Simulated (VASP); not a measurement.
NaI: electric field gradients with LDA

NaI:

```
Na I
1.0
     0.00000    3.24715    3.24715
     3.24715    0.00000    3.24715
     3.24715    3.24715    0.00000
Na I
1 1
Direct
  0.00000 0.00000 0.00000
  0.50000 0.50000 0.50000
```

- Program: VASP 6.6.1
- Task: electric field gradients
- Functional: LDA
- Potentials or basis: VASP PAW LDA potentials, release 64 (Na_pv, I)
- Cutoff: 520 eV
- k mesh: 8 × 8 × 8
- Occupations: fermi-dirac, width 0.02 eV
- Spin: no spin polarisation
- Dipole correction: no
- Further INCAR settings: ALGO = Normal; EDIFF = 1e-08; NBANDS = 14

- Pressure: -1.7 GPa
- Band gap on the k mesh: 3.32 eV
- Largest electric field gradient by atom: zero within the noise of the run

Levels at points of the mesh, in eV from the valence-band top:
| k point | band 5 | band 6 | band 7 | band 8 | band 9 | band 10 |
| --- | --- | --- | --- | --- | --- | --- |
| (0.00, 0.00, 0.00) | 0.00 | 0.00 | 0.00 | 3.32 | 7.80 | 7.80 |
| (0.50, 0.00, 0.00) | -2.21 | -0.28 | -0.28 | 4.86 | 7.27 | 7.27 |
| (0.50, 0.50, 0.00) | -1.92 | -0.75 | -0.75 | 4.26 | 5.39 | 9.55 |

It took 21 s on 1 thread of Intel(R) Xeon(R) Platinum 8259CL CPU @ 2.50GHz (Skylake/Cascade Lake), on a shared host, peak memory 0.18 GiB.

Caveat: spin-orbit coupling is left out, which moves the levels of the heavy elements.
